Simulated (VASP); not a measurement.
Here is a VASP 6.6.1 calculation.

INCAR

```
  PREC = Accurate
  ENCUT = 520
  EDIFF = 1E-6
  ISMEAR = -1
  SIGMA = 0.05
  LREAL = False
  LASPH = True
  NELM = 80
  ALGO = Normal
  ISIF = 2
  LWAVE = False
  LCHARG = True
  GGA = PS
  LELF = True
  LVHAR = True
  NBANDS = 12
```

Contents of KPOINTS:

```
Automatic mesh
0
Gamma
  9 9 9
```

POSCAR

```
As
1.0
    1.8681737204      1.0785906003      3.4904769752
   -1.8681737204      1.0785906003      3.4904769752
    0.0000000000     -2.1571812007      3.4904769752
As
2
Direct
    0.2260000000      0.2260000000      0.2260000000
    0.7740000000      0.7740000000      0.7740000000
```

Potentials or basis: VASP PAW PBE potentials, release 64 (As).

Run with:

```bash
$ cat potpaw_PBE.64/As/POTCAR > POTCAR
$ mpirun -np 1 vasp_std > vasp.out
```

(1) Estimate the pressure.

(2) Estimate the largest force.

(3) Predict the band gap on the k mesh.

Answers

(1) 2.4 GPa.

(2) 0.587 eV/Å.

(3) zero (band 5 reaches 5.57 eV, above the bottom of band 6 at 5.47 eV).

Caveat: the PAW data sets were made with another functional, which shifts forces and pressure a little.
